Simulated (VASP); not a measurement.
Crystal: LiF.

```
CELL_PARAMETERS angstrom
2.53186 0.01560 0.01560
0.01560 2.53186 0.01560
0.01560 0.01560 2.53186
ATOMIC_POSITIONS crystal
Li 0.00000 0.00000 0.00000
F 0.50000 0.50000 0.50000
```

This cell differs from its parent crystal: strain along [111] +1.9%.

Base run:

* Program: VASP 6.6.1
* Functional: r2SCAN
* Potentials or basis: VASP PAW PBE potentials, release 64 (Li_sv, F)
* Cutoff: 520 eV
* k mesh: 10 × 10 × 10
* Occupations: gaussian, width 0.01 eV
* Spin: no spin polarisation

Its results: band gap on the k mesh 8.94 eV, indirect (least direct gap 9.61 eV).

Task: The run is repeated on the same cell with these changes: functional from r2SCAN to PBE; occupations from gaussian, width 0.01 eV to fermi-dirac, width 0.02 eV. What comes out?

Result: Band gap on the k mesh 7.79 eV, indirect (least direct gap 8.44 eV).

A k mesh can miss the band edges.
